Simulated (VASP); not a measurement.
A run of VASP 6.6.1 is set up as follows.

File INCAR:

```
SYSTEM = TaN
ALGO = Normal
EDIFF = 1E-6
ENCUT = 520
GGA = PS
ISIF = 2
ISMEAR = 0
LASPH = .True.
LCHARG = .False.
LREAL = .False.
LWAVE = .False.
NBANDS = 33
NELM = 60
PREC = Accurate
SIGMA = 0.1
```

File KPOINTS:

```
k-points
0
Gamma
  12 12 12
  0 0 0
```

POSCAR

```
TaN
1.0
    5.2824992862      0.0000000000      0.0000000000
   -2.6412496431      4.5747785773      0.0000000000
    0.0000000000      0.0000000000      2.8688232335
Ta N
3 3
Direct
    0.3333333333      0.6666666667      0.5000000000
    0.6666666667      0.3333333333      0.5000000000
    0.0000000000      0.0000000000      0.0000000000
    0.3908100626      0.0000000000      0.0000000000
    0.6091899374      0.6091899374      0.0000000000
    0.0000000000      0.3908100626      0.0000000000
```

Potentials or basis: VASP PAW PBE potentials, release 64 (Ta_pv, N).

The run is started by

```sh
$ cat potpaw_PBE.64/Ta_pv/POTCAR potpaw_PBE.64/N/POTCAR > POTCAR
$ mpirun -np 1 vasp_std > vasp.out
```

Question: Predict the pressure.

Answer: -7.9 GPa.

Question: What does it give for the band gap on the k mesh?

Answer: Zero (bands 24 and 25 overlap by 2.95 eV).

Forces on the atoms (eV/Å):
```
Ta   0.000  0.000  0.000
Ta   0.000  0.000  0.000
Ta   0.000  0.000  0.000
N    0.003  0.000  0.000
N   -0.001 -0.002  0.000
N   -0.001  0.002  0.000
```

Caveat: the cell differs from its parent crystal (biaxial strain in the a-b plane: +2.0 %, then relaxed in part); the stress differs along the axes, from -12 to 1 GPa; the PAW data sets were made with another functional, which shifts forces and pressure a little; spin-orbit coupling is left out, which moves the levels of the heavy elements.
